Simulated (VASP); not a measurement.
# Si4HC4 in VASP: a series of runs

The runs below take Si4HC4 through single point, with PBE.

All numbers are computed with VASP 6.6.1; they aren't measurements. Logs are shortened: lines on timing, memory, paths and dates and some standing lists are left out, and cuts for length are marked.

**1. The cell of the first run**

The cell holds a slab with vacuum, 9 atoms: a = 3.097 Å, b = 4.379 Å, c = 20.133 Å, α = 90.00°, β = 90.00°, γ = 90.00°.

**2. Single point, PBE, collinear spin**

INCAR

```
PREC = Accurate
ENCUT = 520
EDIFF = 1E-7
ISMEAR = 0
SIGMA = 0.05
LREAL = F
LASPH = T
NELM = 150
ALGO = Fast
ISIF = 2
LWAVE = F
LCHARG = T
ISPIN = 2
MAGMOM = 0 0 0 0 0 0 0 0 1
LORBIT = 11
LDIPOL = T
IDIPOL = 3
DIPOL = 0.5 0.5 0.330
GGA = PE
LELF = T
LVHAR = T
LVACPOTAV = T
NBANDS = 30
```

KPOINTS

```
Automatic mesh
0
Gamma
  9 6 1
```

POSCAR

```
Si4HC4
1.0
    3.0967389835      0.0000000000      0.0000000000
    0.0000000000      4.3794502696      0.0000000000
    0.0000000000      0.0000000000     20.1332068409
Si C H
4 4 1
Direct
    0.5000000000      0.5000000000      0.1986767449
    0.0000000000      0.0000000000      0.2755829975
    0.5000000000      0.4971399929      0.3554907356
    0.0000000000      0.9498903522      0.4168952508
    0.0000000000      0.2500000000      0.1986767449
    0.5000000000      0.7500000000      0.2755829975
    0.0000000000      0.2559423736      0.3541649052
    0.5000000000      0.7547379257      0.4288043583
    1.0000000000      1.4214045924      0.4677527955
```

Potentials or basis: VASP PAW PBE potentials, release 64 (Si, C, H).

The run is started by

```sh
> cat potpaw_PBE.64/Si/POTCAR potpaw_PBE.64/C/POTCAR potpaw_PBE.64/H/POTCAR > POTCAR
> mpirun -np 1 vasp_std > vasp.out
```

OUTCAR:

```text
PREC = Accurate
   ENCUT = 520
   EDIFF = 1E-7
   ISMEAR = 0
   LREAL = F
   LASPH = T
   NELM = 150
   ISIF = 2
   ISPIN = 2
   LORBIT = 11
   GGA = PE

 ion  position               nearest neighbor table
   1  0.500  0.500  0.199-   6 1.90   5 1.90   5 1.90   2 3.10   2 3.10   2 3.10   2 3.10
   2  0.000  0.000  0.276-   5 1.90   6 1.90   6 1.90   7 1.94   4 2.85   1 3.10   1 3.10   1 3.10
                             1 3.10   3 3.12   3 3.12   3 3.14   3 3.14
   3  0.500  0.497  0.355-   8 1.86   7 1.87   7 1.87   6 1.95   4 2.80   4 2.80   4 3.11   4 3.11
                             2 3.12   2 3.12   2 3.14   2 3.14
   4  0.000  0.950  0.417-   8 1.78   8 1.78   7 1.84   3 2.80   3 2.80   2 2.85   3 3.11   3 3.11

   5  0.000  0.250  0.199-   2 1.90   1 1.90   1 1.90
   6  0.500  0.750  0.276-   1 1.90   2 1.90   2 1.90   3 1.95
   7  0.000  0.256  0.354-   4 1.84   3 1.87   3 1.87   2 1.94
   8  0.500  0.755  0.429-   4 1.78   4 1.78   3 1.86
   9  0.000  0.421  0.468-

  LATTYP: Found a simple orthorhombic cell.
 ALAT       =     3.0967389835
 B/A-ratio  =     1.4142135624
 C/A-ratio  =     6.5014219630

  Lattice vectors:

 A1 = (   3.0967389835,   0.0000000000,   0.0000000000)
 A2 = (   0.0000000000,   4.3794502696,   0.0000000000)
 A3 = (   0.0000000000,   0.0000000000,  20.1332068409)

Analysis of symmetry for initial positions (statically):
=====================================================================
 Subroutine PRICEL returns:
 Original cell was already a primitive cell.

 Routine SETGRP: Setting up the symmetry group for a
 simple orthorhombic supercell.

 Subroutine GETGRP returns: Found  2 space group operations
 (whereof  2 operations were pure point group operations)
 out of a pool of  8 trial point group operations.

The static configuration has the point symmetry C_1h.

Analysis of symmetry for dynamics (positions and initial velocities):
=====================================================================
 Subroutine PRICEL returns:
 Original cell was already a primitive cell.

 Routine SETGRP: Setting up the symmetry group for a
 simple orthorhombic supercell.

 Subroutine GETGRP returns: Found  2 space group operations
 (whereof  2 operations were pure point group operations)
 out of a pool of  8 trial point group operations.

The dynamic configuration has the point symmetry C_1h.

Analysis of structural, dynamic, and magnetic symmetry:
=====================================================================
 Subroutine PRICEL returns:
 Original cell was already a primitive cell.

 Routine SETGRP: Setting up the symmetry group for a
 simple orthorhombic supercell.

 Subroutine GETGRP returns: Found  2 space group operations
 (whereof  2 operations were pure point group operations)
 out of a pool of  8 trial point group operations.

The overall configuration has the point symmetry C_1h.

 Subroutine INISYM returns: Found  2 space group operations
 (whereof  2 operations are pure point group operations),
 and found     1 'primitive' translations

----------------------------------------------------------------------------------------

                                     Primitive cell

  volume of cell :     273.0468

  direct lattice vectors                    reciprocal lattice vectors
     3.096738983  0.000000000  0.000000000     0.322920338  0.000000000  0.000000000
     0.000000000  4.379450270  0.000000000     0.000000000  0.228339161  0.000000000
     0.000000000  0.000000000 20.133206841     0.000000000  0.000000000  0.049669186

  length of vectors
     3.096738983  4.379450270 20.133206841     0.322920338  0.228339161  0.049669186

  position of ions in fractional coordinates (direct lattice)
     0.500000000  0.500000000  0.198676745
     0.000000000  0.000000000  0.275582998
     0.500000000  0.497139993  0.355490736
     0.000000000  0.949890352  0.416895251
[... 73 lines left out ...]
   NGXF,Y,Z  is equivalent  to a cutoff of  25.77, 27.33, 24.77 a.u.
 SYSTEM =  unknown system
   PREC   = accura    normal or accurate (medium, high low for compatibility)
   ISTART =      0    job   : 0-new  1-cont  2-samecut
   ICHARG =      2    charge: 1-file 2-atom 10-const
   ISPIN  =      2    spin polarized calculation?
   LNONCOLLINEAR =      F non collinear calculations
   LSORBIT =      F    spin-orbit coupling
   LASPH  =      T    aspherical Exc in radial PAW
   ENCUT  =  520.0 eV  38.22 Ry    6.18 a.u.   5.76  8.14 37.43*2*pi/ulx,y,z
   NELM   =    150;   NELMIN=  2; NELMDL= -5     # of ELM steps
   EDIFF  = 0.1E-06   stopping-criterion for ELM
   LREAL  =      F    real-space projection
   EDIFFG = 0.1E-05   stopping-criterion for IOM
   NSW    =      0    number of steps for IOM
   IBRION =     -1    ionic relax: 0-MD 1-quasi-New 2-CG
   NFREE  =      0    steps in history (QN), initial steepest desc. (CG)
   ISIF   =      2    stress and relaxation
   ISYM   =      2    0-nonsym 1-usesym 2-fastsym
   POTIM  = 0.5000    time-step for ionic-motion
   TEBEG  =    0.0;   TEEND  =   0.0 temperature during run
   PSTRESS=    0.0 pullay stress
   NELECT =      33.0000    total number of electrons
   NUPDOWN=      -1.0000    fix difference up-down
   EMIN   =  10.00;   EMAX   =-10.00  energy-range for DOS
   EFERMI =   0.00;   METHOD = LEGACY
   ISMEAR =     0;   SIGMA  =   0.05  broadening in eV -4-tet -1-fermi 0-gaus
   EFERMI_NEDOS =   21; number of points for ismear=-14 and -15
   IALGO  =     68    algorithm
   IMIX   =      4    mixing-type and parameters
     AMIX     =   0.40;   BMIX     =  1.00
     AMIX_MAG =   1.60;   BMIX_MAG =  1.00
  volume/ion in A,a.u.               =      30.34       204.73
  Fermi-wavevector in a.u.,A,eV,Ry     =   0.809407  1.529558  8.913722  0.655140
  Thomas-Fermi vector in A             =   1.918392
   LORBIT       =     11    0 simple, 1 ext, 2 COOP (PROOUT), +10 PAW based schemes
   GGA     = PE    functional components
   LHFCALC =     F    Hartree Fock is set to
   AEXX    =    0.0000 exact exchange contribution
   IVDW    =     0    specifies the selected vdW correction
   LEPSILON=     F    determine dielectric tensor
   LRPA    =     F    only Hartree local field effects (RPA)
 spin polarized calculation
 RMM-DIIS sequential band-by-band and
 Gauss-broadening in eV      SIGMA  =   0.05
  energy-cutoff  :      520.00
  volume of cell :      273.05
 maximum number of plane-waves:      7424
 NGX is ok and might be reduce to    24
   NGX = 11   NGY = 17   NGZ = 75

 dipolmoment           0.000000      0.000000     -0.029939 electrons x Angstroem

 number of electron      32.9999997 magnetization       0.4188277

 dipolmoment           0.000000      0.000000      0.041144 electrons x Angstroem

 Free energy of the ion-electron system (eV)
  ---------------------------------------------------
  ext. energy  EPLUGINS =         0.00000000
  ---------------------------------------------------
  free energy    TOTEN  =       -56.35690179 eV

  energy without entropy =      -56.35422829  energy(sigma->0) =      -56.35556504

 E-fermi :  -0.7648     XC(G=0):  -4.5042

 val. band max:       -0.7776856844   @ k =   0.3333   0.0000   0.0000
 cond. band min:      -0.7538989466   @ k =   0.0000   0.3333   0.0000
 fundamental gap:      0.0237867378
 Fermi energy:        -0.7647704643

 spin component 1

 k-point     1 :       0.0000    0.0000    0.0000
  band No.  band energies     occupation
      1     -16.7002      1.00000
      2     -14.8644      1.00000
      3     -12.7461      1.00000
      4     -11.8985      1.00000
      5      -9.1982      1.00000
      6      -7.8810      1.00000
[... 609 lines left out ...]
     27       6.6419      0.00000
     28       7.0907      0.00000
 Fermi energy:        -0.7647704643

 spin component 2

 k-point     1 :       0.0000    0.0000    0.0000
  band No.  band energies     occupation
      1     -16.6664      1.00000
      2     -14.8213      1.00000
      3     -12.6827      1.00000
      4     -11.8428      1.00000
      5      -9.1754      1.00000
      6      -7.8524      1.00000
[... 609 lines left out ...]
     27       6.7121      0.00000
     28       7.1354      0.00000
 [bands above 28 left out]

------------------------ aborting loop because EDIFF is reached ----------------------------------------

  FORCE on cell =-STRESS in cart. coord.  units (eV):
  Direction    XX          YY          ZZ          XY          YZ          ZX
  --------------------------------------------------------------------------------------
  -------------------------------------------------------------------------------------
  Total        0.5161242     -5.0610635     -0.2186956      0.0000000      0.7780633      0.0000000
  in kB        3.0285007    -29.6971802     -1.2832562      0.0000000      4.5655003      0.0000000
  external PRESSURE =      -9.3173119 kB  Pullay stress =       0.0000000 kB

 VOLUME and BASIS-vectors are now :
 -----------------------------------------------------------------------------
  energy-cutoff  :      520.00
  volume of cell :      273.05
      direct lattice vectors                 reciprocal lattice vectors
     3.096738983  0.000000000  0.000000000     0.322920338  0.000000000  0.000000000
     0.000000000  4.379450270  0.000000000     0.000000000  0.228339161  0.000000000
     0.000000000  0.000000000 20.133206841     0.000000000  0.000000000  0.049669186

 POSITION                                       TOTAL-FORCE (eV/Angst)
 -----------------------------------------------------------------------------------
      1.54837      2.18973      4.00000         0.000000     -2.699351      1.471103
      0.00000      0.00000      5.54837         0.000000      0.504735     -1.195623
      1.54837      2.17720      7.15717         0.000000     -0.218868     -0.499092
      0.00000      4.16000      8.39344         0.000000      2.000642      1.800604
      0.00000      1.09486      4.00000         0.000000      1.823402     -0.235431
      1.54837      3.28459      5.54837         0.000000      0.532323      0.051103
      0.00000      1.12089      7.13048         0.000000     -0.436036     -1.145374
      1.54837      3.30534      8.63321         0.000000     -0.767076     -0.228148
      0.00000      1.84552      9.41736         0.000000     -0.739772     -0.019142
 -----------------------------------------------------------------------------------
    total drift:                                0.000000     -0.000062      0.000046

  FREE ENERGIE OF THE ION-ELECTRON SYSTEM (eV)
  ---------------------------------------------------
  free  energy   TOTEN  =       -56.3569017927 eV

  energy  without entropy=      -56.3542282942  energy(sigma->0) =      -56.35556504

 vacuum level on the upper side and lower side of the slab         4.653         4.103

 total charge

# of ion       s       p       d       tot
------------------------------------------
    1        0.752   0.850   0.000   1.602
    2        0.710   0.926   0.000   1.636
    3        0.708   0.955   0.000   1.663
    4        0.736   0.953   0.000   1.689
    5        0.861   1.523   0.000   2.384
    6        0.849   1.645   0.000   2.494
    7        0.850   1.688   0.000   2.538
    8        0.867   1.621   0.000   2.487
    9        0.392   0.005   0.000   0.396
--------------------------------------------------
tot          6.724  10.165   0.000  16.889

 magnetization (x)

# of ion       s       p       d       tot
------------------------------------------
    1       -0.007  -0.021   0.000  -0.027
    2       -0.000   0.003   0.000   0.002
    3        0.002   0.003   0.000   0.005
    4        0.000   0.010   0.000   0.010
    5        0.007   0.068   0.000   0.075
    6        0.000   0.003   0.000   0.003
    7        0.002   0.027   0.000   0.029
    8        0.006   0.034   0.000   0.040
    9        0.081   0.000   0.000   0.081
--------------------------------------------------
tot          0.091   0.127   0.000   0.217
```

Wall time 19 min (1 thread of AMD EPYC 9755, shared host); peak memory 0.56 GiB.

Results:

- Free energy: -56.3569 eV
- Largest force: 3.074 eV/Å
- Net moment: 0.42 μB per cell
- Site moments: Si -0.03, +0.00, +0.01 (each value once); C +0.07, +0.00, +0.03, +0.04; H +0.08 μB
- Valence electrons inside the program's atomic spheres: Si 1.60, 1.64, 1.66, 1.69; C 2.38, 2.49, 2.54 (each value once); H 0.40

Forces on the atoms (eV/Å):
```
Si   0.000 -2.699  1.471
Si   0.000  0.505 -1.196
Si   0.000 -0.219 -0.499
Si   0.000  2.001  1.801
C    0.000  1.823 -0.235
C    0.000  0.532  0.051
C    0.000 -0.436 -1.145
C    0.000 -0.767 -0.228
H    0.000 -0.740 -0.019
```

Levels at points of the mesh, in eV from the Fermi level:
Spin up:
| k point | band 13 | band 14 | band 15 | band 16 | band 17 | band 18 | band 19 | band 20 | band 21 | band 22 |
| --- | --- | --- | --- | --- | --- | --- | --- | --- | --- | --- |
| (0.00, 0.00, 0.00) | -2.78 | -1.83 | -0.92 | -0.86 | 0.08 | 1.24 | 1.43 | 3.50 | 4.10 | 4.38 |
| (0.00, 0.50, 0.00) | -2.40 | -2.01 | -1.55 | -0.89 | -0.29 | 0.54 | 3.33 | 3.63 | 4.38 | 5.01 |
Spin down:
| k point | band 13 | band 14 | band 15 | band 16 | band 17 | band 18 | band 19 | band 20 |
| --- | --- | --- | --- | --- | --- | --- | --- | --- |
| (0.00, 0.00, 0.00) | -2.60 | -1.79 | -0.88 | -0.72 | 0.28 | 1.28 | 1.55 | 3.49 |
| (0.00, 0.50, 0.00) | -2.39 | -1.82 | -1.50 | -0.69 | 0.04 | 0.44 | 3.38 | 3.74 |

Caveat: a moment this small can come from the mesh or the smearing.

**3. Single point, PBE, collinear spin**

INCAR

```
PREC = Accurate
ENCUT = 520
EDIFF = 1E-6
ISMEAR = 0
SIGMA = 0.05
LREAL = False
LASPH = True
NELM = 150
ALGO = Normal
ISIF = 2
LWAVE = False
LCHARG = False
ISPIN = 2
MAGMOM = 0 0 0 0 0 0 0 0 1
LORBIT = 11
LDIPOL = True
IDIPOL = 3
DIPOL = 0.5 0.5 0.333
GGA = PE
NBANDS = 30
```

KPOINTS

```
regular mesh
0
Gamma
  9 6 1
```

POSCAR, as its differences from that of step 2:

```diff
@@ -16,2 +16,2 @@
     0.5000000000      0.7547379257      0.4288043583
-    1.0000000000      1.4214045924      0.4677527955
+    1.0000000000      0.9214045924      0.4955644488
```

Potentials or basis: VASP PAW PBE potentials, release 64 (Si, C, H).

The run is started by

```sh
> cat potpaw_PBE.64/Si/POTCAR potpaw_PBE.64/C/POTCAR potpaw_PBE.64/H/POTCAR > POTCAR
> mpirun -np 1 vasp_std > vasp.out
```

It took 16 min on 1 thread of AMD EPYC 9755, shared host; peak memory 0.56 GiB.

The run converged. Its results:

* Free energy: -56.8821 eV
* Largest force: 3.233 eV/Å
* Net moment: 0.11 μB per cell
* Site moments: Si +0.00, +0.01, -0.00 (each value once); C +0.00, +0.03 (each value once); H +0.01 μB
* Valence electrons inside the program's atomic spheres: Si 1.60, 1.63, 1.65, 1.75; C 2.39, 2.49, 2.54 (each value once); H 0.51

Forces in eV/Å, atoms in the order of the input:
```
Si   0.000 -2.853  1.520
Si   0.000  0.649 -0.934
Si   0.000 -0.722  0.164
Si   0.000  0.702  1.762
C    0.000  1.786 -0.354
C    0.000  0.740  0.102
C    0.000 -0.247 -0.571
C    0.000 -0.532 -1.685
H    0.000  0.477 -0.005
```

Levels at points of the mesh, in eV from the Fermi level:
Spin up:
| k point | band 14 | band 15 | band 16 | band 17 | band 18 | band 19 |
| --- | --- | --- | --- | --- | --- | --- |
| (0.00, 0.00, 0.00) | -1.34 | -0.62 | -0.41 | -0.02 | 1.42 | 1.89 |
| (0.00, 0.50, 0.00) | -1.24 | -0.95 | -0.48 | 0.13 | 0.75 | 3.19 |
Spin down:
```
           k point  band 12  band 13  band 14  band 15  band 16  band 17  band 18  band 19  band 20  band 21
(0.00, 0.00, 0.00)    -2.48    -1.48    -1.33    -0.62    -0.39     0.08     1.43     1.94     3.87     4.12
(0.00, 0.50, 0.00)    -2.35    -2.09    -1.24    -0.92    -0.48     0.24     0.78     3.21     4.50     5.09
```
